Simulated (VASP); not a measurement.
Ba2RuN2: single point with PBE

The system is Ba2RuN2.

```
Ba Ru N
1.0
    -2.15846    2.15846    6.76726
     2.15846   -2.15846    6.76726
     2.15846    2.15846   -6.76726
Ba Ru N
2 1 2
Direct
  0.13709 0.13709 0.00000
  0.86291 0.86291 0.00000
  0.50000 0.50000 0.00000
  0.63459 0.63459 0.00000
  0.36541 0.36541 0.00000
```

```
Program             : VASP 6.6.1
Task                : single point
Functional          : PBE
Potentials or basis : VASP PAW PBE potentials, release 64 (Ba_sv, Ru_pv, N)
Cutoff              : 520 eV
k mesh              : 12 × 12 × 12
Occupations         : gaussian, width 0.1 eV
Spin                : no spin polarisation
```

- Pressure: -3.7 GPa
- Largest force: 0.056 eV/Å
- Band gap on the k mesh: zero (bands 22 and 23 overlap by 0.01 eV)

Forces in eV/Å, atoms in the order of the input:
```
Ba   0.000  0.000  0.040
Ba   0.000  0.000 -0.040
Ru   0.000  0.000  0.000
N    0.000  0.000 -0.056
N    0.000  0.000  0.056
```

Stress tensor (GPa, compression positive):
```
-3.64  0.00  0.00
 0.00 -3.64  0.00
 0.00  0.00 -3.95
```

Levels at points of the mesh, in eV from the Fermi level:
```
           k point  band 19  band 20  band 21  band 22  band 23  band 24  band 25  band 26
(0.00, 0.00, 0.00)    -1.77    -1.72    -1.62    -1.08     0.93     1.04     1.04     1.98
(0.50, 0.00, 0.00)    -2.01    -1.94    -1.27    -0.51     0.58     0.97     1.64     2.98
(0.50, 0.50, 0.00)    -1.67    -1.36    -0.60    -0.02     0.01     0.20     1.34     1.45
(0.50, 0.50, 0.50)    -1.90    -1.90    -1.82    -1.08     1.37     1.45     1.45     2.05
```

Wall time 43 min on 1 thread of Intel Xeon 8259CL (shared host), peak memory 0.87 GiB.

Caveat: the cell stands under tension; spin-orbit coupling is left out, which moves the levels of the heavy elements.
